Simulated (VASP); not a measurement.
Fe:

```
Fe
1.0
    -1.46199    1.46199    1.46199
     1.46199   -1.46199    1.46199
     1.46199    1.46199   -1.46199
Fe
1
Direct
  0.00000 0.00000 0.00000
```

Base run:

```yaml
Program: VASP 6.6.1
Functional: BLYP
Dispersion: D4
Potentials_or_basis: VASP PAW PBE potentials, release 64 (Fe_sv)
Cutoff: 690 eV
k_mesh: 13 × 13 × 13
Occupations: fermi-dirac, width 0.05 eV
Spin: collinear spin, ferromagnetic start
Starting_moments: "[3.0] μB"
```

Its results: pressure -15.8 GPa; net moment 2.34 μB per cell; site moments Fe +2.33 μB.

The run is repeated on the same cell with these changes: functional from BLYP to b88 exchange, pbe correlation; dispersion from D4 to none. What comes out?

Pressure -14.8 GPa; net moment 2.38 μB per cell; site moments Fe +2.39 μB.

Several settings changed at once.

Caveats: the cell stands under tension; the PAW data sets were made with another functional, which shifts forces and pressure a little.
